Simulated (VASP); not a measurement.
Wanted: the native input for a VASP 6.6.1 run.

| Quantity | Value |
| --- | --- |
| Task | single point |
| Functional | r2SCAN |
| Potentials or basis | VASP PAW PBE potentials, release 64 (Ga_d, N) |
| Cutoff | 520 eV |
| k mesh | 12 × 12 × 12 |
| Occupations | gaussian, width 0.05 eV |
| Spin | no spin polarisation |
| Dipole correction | no |
| Further INCAR settings | ALGO = Normal; EDIFF = 1e-06; NBANDS = 16 |

The system is GaN.

```
Ga N
1.0
     0.00000    2.13524    2.13524
     2.13524    0.00000    2.13524
     2.13524    2.13524    0.00000
Ga N
1 1
Direct
  0.00000 0.00000 0.00000
  0.50000 0.50000 0.50000
```

These files were run (other wordings do the same):

POSCAR

```
GaN
1.0
    0.0000000000      2.1352350000      2.1352350000
    2.1352350000      0.0000000000      2.1352350000
    2.1352350000      2.1352350000      0.0000000000
Ga N
1 1
Direct
    0.0000000000      0.0000000000      0.0000000000
    0.5000000000      0.5000000000      0.5000000000
```

INCAR.step1

```
ALGO = Normal
EDIFF = 1E-4
ENCUT = 520
GGA = PE
ISMEAR = 0
LASPH = T
LCHARG = F
LREAL = F
LWAVE = T
NBANDS = 16
NELM = 80
PREC = Accurate
SIGMA = 0.05
```

INCAR.step2

```
ALGO = Normal
EDIFF = 1E-6
ENCUT = 520
ISIF = 2
ISMEAR = 0
ISTART = 1
LASPH = T
LCHARG = F
LMIXTAU = T
LREAL = F
LWAVE = F
METAGGA = R2SCAN
NBANDS = 16
NELM = 80
PREC = Accurate
SIGMA = 0.05
```

KPOINTS

```
k-points
0
Gamma
  12 12 12
```

Potentials or basis: VASP PAW PBE potentials, release 64 (Ga_d, N).

Run with:

```bash
$ cat potpaw_PBE.64/Ga_d/POTCAR potpaw_PBE.64/N/POTCAR > POTCAR
$ cp INCAR.step1 INCAR
$ mpirun -np 1 vasp_std > vasp.out
$ cp INCAR.step2 INCAR
$ mpirun -np 1 vasp_std > vasp.out
```

It gave:

The pressure is -7.4 GPa. The band gap on the k mesh is 0.89 eV, indirect (least direct gap 2.92 eV).

Caveat: the PAW data sets were made with another functional, which shifts forces and pressure a little.

It took 110 s on 1 thread of Intel Xeon 8259CL, on a shared host, peak memory 0.16 GiB.
